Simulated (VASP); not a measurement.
Input of a VASP 6.6.1 run:

The input INCAR:

```
SYSTEM = Cs2KMoF6
PREC = Accurate
ENCUT = 520
EDIFF = 1E-6
ISMEAR = 0
SIGMA = 0.1
LREAL = .False.
LASPH = .True.
NELM = 150
ALGO = Normal
ISIF = 2
LWAVE = .False.
LCHARG = .True.
ISPIN = 2
MAGMOM = 0 0 0 1 0 0 0 0 0 0
LORBIT = 11
LMAXMIX = 4
GGA = PS
LELF = .True.
LVHAR = .True.
NBANDS = 56
```

KPOINTS

```
regular mesh
0
Gamma
  4 4 4
  0 0 0
```

The input POSCAR:

```
Cs2KMoF6
1.0
    0.0000000000      4.7073640000      4.7073640000
    4.7073640000      0.0000000000      4.7073640000
    4.7073640000      4.7073640000      0.0000000000
K Cs Mo F
1 2 1 6
Direct
    0.5000000000      0.5000000000      0.5000000000
    0.7500000000      0.7500000000      0.7500000000
    0.2500000000      0.2500000000      0.2500000000
    0.0000000000      0.0000000000      0.0000000000
    0.7761390000      0.2238610000      0.7761390000
    0.2238610000      0.2238610000      0.7761390000
    0.7761390000      0.7761390000      0.2238610000
    0.7761390000      0.2238610000      0.2238610000
    0.2238610000      0.7761390000      0.2238610000
    0.2238610000      0.7761390000      0.7761390000
```

Potentials or basis: VASP PAW PBE potentials, release 64 (K_sv, Cs_sv, Mo_sv, F).

The run is started by

```bash
$ cat potpaw_PBE.64/K_sv/POTCAR potpaw_PBE.64/Cs_sv/POTCAR potpaw_PBE.64/Mo_sv/POTCAR potpaw_PBE.64/F/POTCAR > POTCAR
$ mpirun -np 1 vasp_std > vasp.out
```

Question: Predict the net moment.

Answer: 3.00 μB per cell.

Question: Predict the pressure.

Answer: -4.0 GPa.

Question: Predict the largest force.

Answer: 0.645 eV/Å.

Question: Predict the site moments.

Answer: K -0.00; Cs +0.00; Mo +2.53; F +0.03 μB.

Forces in eV/Å, atoms in the order of the input:
```
K    0.000  0.000  0.000
Cs   0.000  0.000  0.000
Cs   0.000  0.000  0.000
Mo   0.000  0.000  0.000
F    0.000  0.645  0.000
F    0.000  0.000 -0.645
F    0.000  0.000  0.645
F   -0.645  0.000  0.000
F    0.000 -0.645  0.000
F    0.645  0.000  0.000
```

Caveat: the cell stands under tension; the PAW data sets were made with another functional, which shifts forces and pressure a little.
